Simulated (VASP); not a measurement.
# Ti (Fm-3m) in VASP: further runs

The runs below take Ti through single point, with LDA.

Everything below comes from runs of VASP 6.6.1. Logs are shortened: lines on timing, memory, paths and dates and some standing lists are left out, and cuts for length are marked.

## Step 1: The cell of the first run

Symmetry: Fm-3m, No. 225, cubic system. The conventional cell has a = 4.033 Å, b = 4.033 Å, c = 4.033 Å, α = 90.00°, β = 90.00°, γ = 90.00°. Within 3.8 Å of Ti (site symmetry m-3m) lie 12 Ti at 2.85 Å.

This isn't the form of Ti at room conditions, which is hcp.

## Step 2: Single point, LDA (16.40 Å³/atom)

File INCAR:

```
SYSTEM = Ti
PREC     = Accurate       ! precision mode
ENCUT    = 500            ! plane-wave cutoff, eV
EDIFF    = 1E-6           ! SCF threshold, eV
ISMEAR   = -1             ! smearing method
SIGMA    = 0.05           ! smearing width, eV
LREAL    = .False.        ! projectors in reciprocal space
LASPH    = .True.         ! aspherical terms in the spheres
NELM     = 120            ! most SCF steps
ALGO     = Normal         ! electronic algorithm
ISIF     = 2              ! what is computed and relaxed
LWAVE    = .False.        ! write WAVECAR
LCHARG   = .False.        ! write CHGCAR
GGA      = CA             ! functional
NBANDS   = 12             ! bands
GGA_COMPAT= .False.
```

File KPOINTS:

```
Automatic mesh
0
Gamma
  15 15 15
  0 0 0
```

File POSCAR:

```
Ti
1.0
    0.0000000000      2.0163754284      2.0163754284
    2.0163754284      0.0000000000      2.0163754284
    2.0163754284      2.0163754284      0.0000000000
Ti
1
Direct
    0.0000000000      0.0000000000      0.0000000000
```

Potentials or basis: VASP PAW LDA potentials, release 64 (Ti_sv).

On the command line:

```
> cat potpaw_LDA.64/Ti_sv/POTCAR > POTCAR
> mpirun -np 1 vasp_std > vasp.out
```

OUTCAR:

```text
SYSTEM = Ti
   PREC = Accurate
   ENCUT = 500
   EDIFF = 1E-6
   ISMEAR = -1
   LREAL = .False.
   LASPH = .True.
   NELM = 120
   ISIF = 2
   GGA = CA

 ion  position               nearest neighbor table
   1  0.000  0.000  0.000-

  LATTYP: Found a face centered cubic cell.
 ALAT       =     4.0327508568

  Lattice vectors:

 A1 = (   0.0000000000,   2.0163754284,   2.0163754284)
 A2 = (   2.0163754284,   0.0000000000,   2.0163754284)
 A3 = (   2.0163754284,   2.0163754284,   0.0000000000)

Analysis of symmetry for initial positions (statically):
=====================================================================
 Subroutine PRICEL returns:
 Original cell was already a primitive cell.

 Routine SETGRP: Setting up the symmetry group for a
 face centered cubic supercell.

 Subroutine GETGRP returns: Found 48 space group operations
 (whereof 48 operations were pure point group operations)
 out of a pool of 48 trial point group operations.

The static configuration has the point symmetry O_h .

Analysis of symmetry for dynamics (positions and initial velocities):
=====================================================================
 Subroutine PRICEL returns:
 Original cell was already a primitive cell.

 Routine SETGRP: Setting up the symmetry group for a
 face centered cubic supercell.

 Subroutine GETGRP returns: Found 48 space group operations
 (whereof 48 operations were pure point group operations)
 out of a pool of 48 trial point group operations.

The dynamic configuration has the point symmetry O_h .

 Subroutine INISYM returns: Found 48 space group operations
 (whereof 48 operations are pure point group operations),
 and found     1 'primitive' translations

----------------------------------------------------------------------------------------

                                     Primitive cell

  volume of cell :      16.3962

  direct lattice vectors                    reciprocal lattice vectors
     0.000000000  2.016375428  2.016375428    -0.247969695  0.247969695  0.247969695
     2.016375428  0.000000000  2.016375428     0.247969695 -0.247969695  0.247969695
     2.016375428  2.016375428  0.000000000     0.247969695  0.247969695 -0.247969695

  length of vectors
     2.851585478  2.851585478  2.851585478     0.429496110  0.429496110  0.429496110

  position of ions in fractional coordinates (direct lattice)
     0.000000000  0.000000000  0.000000000

  ion indices of the primitive-cell ions
   primitive index   ion index
                 1           1

----------------------------------------------------------------------------------------

 KPOINTS: Automatic mesh

Automatic generation of k-mesh.
 Grid dimensions read from file:
 generate k-points for:   15   15   15

 Generating k-lattice:

  Cartesian coordinates                     Fractional coordinates (reciprocal lattice)
    -0.016531313  0.016531313  0.016531313     0.066666667  0.000000000  0.000000000
     0.016531313 -0.016531313  0.016531313     0.000000000  0.066666667  0.000000000
     0.016531313  0.016531313 -0.016531313     0.000000000  0.000000000  0.066666667

  Length of vectors
     0.028633074  0.028633074  0.028633074

  Shift w.r.t. Gamma in fractional coordinates (k-lattice)
     0.000000000  0.000000000  0.000000000

 Subroutine IBZKPT returns following result:
 ===========================================

 Found    120 irreducible k-points:

 Following reciprocal coordinates:
            Coordinates               Weight
  0.000000  0.000000  0.000000      1.000000
  0.066667  0.000000  0.000000      8.000000
  0.133333  0.000000  0.000000      8.000000
  0.200000  0.000000  0.000000      8.000000
  0.266667  0.000000  0.000000      8.000000
  0.333333  0.000000  0.000000      8.000000
[... 16 lines left out ...]
  0.133333  0.133333  0.000000      6.000000
  0.200000  0.133333  0.000000     24.000000
 [... further k-points ...]
   k-points           NKPTS =    120   k-points in BZ     NKDIM =    120   number of bands    NBANDS=     12
   number of dos      NEDOS =    301   number of ions     NIONS =      1
   total plane-waves  NPLWV =  13824
   dimension x,y,z NGX =    24 NGY =   24 NGZ =   24
   dimension x,y,z NGXF=    48 NGYF=   48 NGZF=   48
   ions per type =               1
   NGX,Y,Z   is equivalent  to a cutoff of  13.99, 13.99, 13.99 a.u.
   NGXF,Y,Z  is equivalent  to a cutoff of  27.98, 27.98, 27.98 a.u.
 SYSTEM =  Ti
   PREC   = accura    normal or accurate (medium, high low for compatibility)
   ISTART =      0    job   : 0-new  1-cont  2-samecut
   ICHARG =      2    charge: 1-file 2-atom 10-const
   ISPIN  =      1    spin polarized calculation?
   LNONCOLLINEAR =      F non collinear calculations
   LSORBIT =      F    spin-orbit coupling
   LASPH  =      T    aspherical Exc in radial PAW
   ENCUT  =  500.0 eV  36.75 Ry    6.06 a.u.   5.20  5.20  5.20*2*pi/ulx,y,z
   NELM   =    120;   NELMIN=  2; NELMDL= -5     # of ELM steps
   EDIFF  = 0.1E-05   stopping-criterion for ELM
   LREAL  =      F    real-space projection
   EDIFFG = 0.1E-04   stopping-criterion for IOM
   NSW    =      0    number of steps for IOM
   IBRION =     -1    ionic relax: 0-MD 1-quasi-New 2-CG
   NFREE  =      0    steps in history (QN), initial steepest desc. (CG)
   ISIF   =      2    stress and relaxation
   ISYM   =      2    0-nonsym 1-usesym 2-fastsym
   POTIM  = 0.5000    time-step for ionic-motion
   TEBEG  =    0.0;   TEEND  =   0.0 temperature during run
   PSTRESS=    0.0 pullay stress
   NELECT =      12.0000    total number of electrons
   NUPDOWN=      -1.0000    fix difference up-down
   EMIN   =  10.00;   EMAX   =-10.00  energy-range for DOS
   EFERMI =   0.00;   METHOD = LEGACY
   ISMEAR =    -1;   SIGMA  =   0.05  broadening in eV -4-tet -1-fermi 0-gaus
   EFERMI_NEDOS =   21; number of points for ismear=-14 and -15
   IALGO  =     38    algorithm
   IMIX   =      4    mixing-type and parameters
     AMIX     =   0.40;   BMIX     =  1.00
     AMIX_MAG =   1.60;   BMIX_MAG =  1.00
  volume/ion in A,a.u.               =      16.40       110.65
  Fermi-wavevector in a.u.,A,eV,Ry     =   1.475323  2.787957 29.614151  2.176579
  Thomas-Fermi vector in A             =   2.589986
   LORBIT       =      0    0 simple, 1 ext, 2 COOP (PROOUT), +10 PAW based schemes
   GGA     = CA    functional components
   LHFCALC =     F    Hartree Fock is set to
   AEXX    =    0.0000 exact exchange contribution
   IVDW    =     0    specifies the selected vdW correction
   LEPSILON=     F    determine dielectric tensor
   LRPA    =     F    only Hartree local field effects (RPA)
 non-spin polarized calculation
  energy-cutoff  :      500.00
  volume of cell :       16.40
 maximum number of plane-waves:       432
 NGX is ok and might be reduce to    24
   NGX = 11   NGY = 11   NGZ = 11

 number of electron      12.0000001 magnetization

 Free energy of the ion-electron system (eV)
  ---------------------------------------------------
  ext. energy  EPLUGINS =         0.00000000
  ---------------------------------------------------
  free energy    TOTEN  =        -8.50200310 eV

  energy without entropy =       -8.48786228  energy(sigma->0) =       -8.49493269

 E-fermi :   8.6154     XC(G=0): -12.0630

 val. band max:        8.6020649760   @ k =   0.2667   0.1333   0.0667
 cond. band min:       8.6212989773   @ k =  -0.4667   0.1333   0.0667
 fundamental gap:      0.0192340013
 Fermi energy:         8.6153755560

 k-point     1 :       0.0000    0.0000    0.0000
  band No.  band energies     occupation
      1     -47.3225      2.00000
      2     -23.4759      2.00000
      3     -23.4759      2.00000
      4     -23.4759      2.00000
      5       2.4632      2.00000
      6       9.4844      0.00000
      7       9.4844      0.00000
      8       9.4844      0.00000
      9      11.2231      0.00000
     10      11.2231      0.00000
     11      24.2741      0.00000
     12      28.9510      0.00000

 k-point     2 :       0.0667    0.0000    0.0000
  band No.  band energies     occupation
      1     -47.3156      2.00000
      2     -23.5133      2.00000
      3     -23.4805      2.00000
      4     -23.4805      2.00000
      5       2.6155      2.00000
      6       9.3897      0.00000
      7       9.5406      0.00000
      8       9.5406      0.00000
      9      11.1864      0.00000
     10      11.1864      0.00000
     11      24.4152      0.00000
     12      27.8462      0.00000

 k-point     3 :       0.1333    0.0000    0.0000
  band No.  band energies     occupation
      1     -47.2959      2.00000
      2     -23.6184      2.00000
      3     -23.4935      2.00000
      4     -23.4935      2.00000
      5       3.0554      2.00000
      6       9.1439      0.00005
      7       9.6748      0.00000
      8       9.6748      0.00000
      9      11.1185      0.00000
     10      11.1185      0.00000
     11      24.6061      0.00000
     12      26.0698      0.00000
[... 286 lines left out ...]
 k-point    23 :       0.1333    0.1333    0.0000
  band No.  band energies     occupation
      1     -47.2870      2.00000
      2     -23.6146      2.00000
      3     -23.5244      2.00000
      4     -23.5244      2.00000
      5       3.2473      2.00000
      6       8.9146      0.00503
      7       9.8528      0.00000
      8       9.8528      0.00000
      9      10.6626      0.00000
     10      11.4018      0.00000
     11      24.9866      0.00000
     12      26.7281      0.00000

 k-point    24 :       0.2000    0.1333    0.0000
  band No.  band energies     occupation
      1     -47.2653      2.00000
      2     -23.7138      2.00000
      3     -23.5490      2.00000
      4     -23.5424      2.00000
      5       3.7424      2.00000
      6       8.6412      0.74753
      7       9.9556      0.00000
      8      10.0330      0.00000
      9      10.5306      0.00000
     10      11.4956      0.00000
     11      24.9369      0.00000
     12      25.6311      0.00000

 [... further k-points ...]

------------------------ aborting loop because EDIFF is reached ----------------------------------------

  FORCE on cell =-STRESS in cart. coord.  units (eV):
  Direction    XX          YY          ZZ          XY          YZ          ZX
  --------------------------------------------------------------------------------------
  -------------------------------------------------------------------------------------
  Total       -0.2905294     -0.2905294     -0.2905294     -0.0000000     -0.0000000      0.0000000
  in kB      -28.3894142    -28.3894142    -28.3894142     -0.0000000     -0.0000000      0.0000000
  external PRESSURE =     -28.3894142 kB  Pullay stress =       0.0000000 kB

 VOLUME and BASIS-vectors are now :
 -----------------------------------------------------------------------------
  energy-cutoff  :      500.00
  volume of cell :       16.40
      direct lattice vectors                 reciprocal lattice vectors
     0.000000000  2.016375428  2.016375428    -0.247969695  0.247969695  0.247969695
     2.016375428  0.000000000  2.016375428     0.247969695 -0.247969695  0.247969695
     2.016375428  2.016375428  0.000000000     0.247969695  0.247969695 -0.247969695

 POSITION                                       TOTAL-FORCE (eV/Angst)
 -----------------------------------------------------------------------------------
      0.00000      0.00000      0.00000         0.000000     -0.000000     -0.000000
 -----------------------------------------------------------------------------------
    total drift:                                0.000000      0.000000      0.000000

  FREE ENERGIE OF THE ION-ELECTRON SYSTEM (eV)
  ---------------------------------------------------
  free  energy   TOTEN  =        -8.5020031030 eV

  energy  without entropy=       -8.4878622774  energy(sigma->0) =       -8.49493269
```

Wall time 22 s (1 thread of Intel Xeon 8259CL, shared host); peak memory 0.14 GiB.

What came out:

| Item | Value |
| --- | --- |
| Free energy | -8.5020 eV |
| Pressure | -2.8 GPa |
| Band gap on the k mesh | zero (bands 6 and 7 overlap by 1.20 eV) |

(Continued in part 2 of 2.)
